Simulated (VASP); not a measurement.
Runs of VASP 6.6.1 on MgO. It takes space group Fm-3m (No. 225, cubic). The conventional cell has a = 4.204 Å, b = 4.204 Å, c = 4.204 Å, α = 90.00°, β = 90.00°, γ = 90.00°. Mg (site symmetry m-3m) has 6 O at 2.10 Å within 2.8 Å. Within 2.8 Å of O (site symmetry m-3m) lie 6 Mg at 2.10 Å. 

| task | level | potentials or basis | k mesh | cutoff (eV) | smearing | GW scheme | GW iterations | cutoff of the response function | frequency points | empty bands | gap on the mesh (eV) | pressure (GPa) |
| --- | --- | --- | --- | --- | --- | --- | --- | --- | --- | --- | --- | --- |
| single point | r2SCAN | VASP PAW PBE potentials, release 64 (Mg, O) | 8 × 8 × 8 | 520 | methfessel-paxton 0.2 eV | - | - | - | - | - | 5.66 | -1.1 |
| single point | r2SCAN | VASP PAW PBE potentials, release 64 (Mg, O) | 8 × 8 × 8 | 520 | gaussian 0.01 eV | - | - | - | - | - | 5.66 | -1.1 |
| single point | r2SCAN+D4 | VASP PAW PBE potentials, release 64 (Mg, O) | 8 × 8 × 8 | 520 | gaussian 0.01 eV | - | - | - | - | - | 5.66 | (a) |
| single point | r2SCAN | VASP PAW PBE potentials, release 64 (Mg, O) | 8 × 8 × 8 | 520 | methfessel-paxton 0.05 eV | - | - | - | - | - | 5.66 | -1.1 |
| single point | HSE06 | VASP PAW PBE potentials, release 64 (Mg, O) | 6 × 6 × 6 | 520 | gaussian 0.01 eV | - | - | - | - | - | 6.50 | -0.6 |
| single point | r2SCAN | VASP PAW PBE potentials, release 64 (Mg, O) | 8 × 8 × 8 | 520 | gaussian 0.2 eV | - | - | - | - | - | 5.66 | -1.1 |

Alike in all rows: no spin polarisation; cell a = 2.973 Å, angles 60.0°, 2 atoms.

Estimate the missing entries.

(a) -2.4.

Caveats: some runs use coarse meshes; the PAW data sets were made with another functional, which shifts forces and pressure a little.

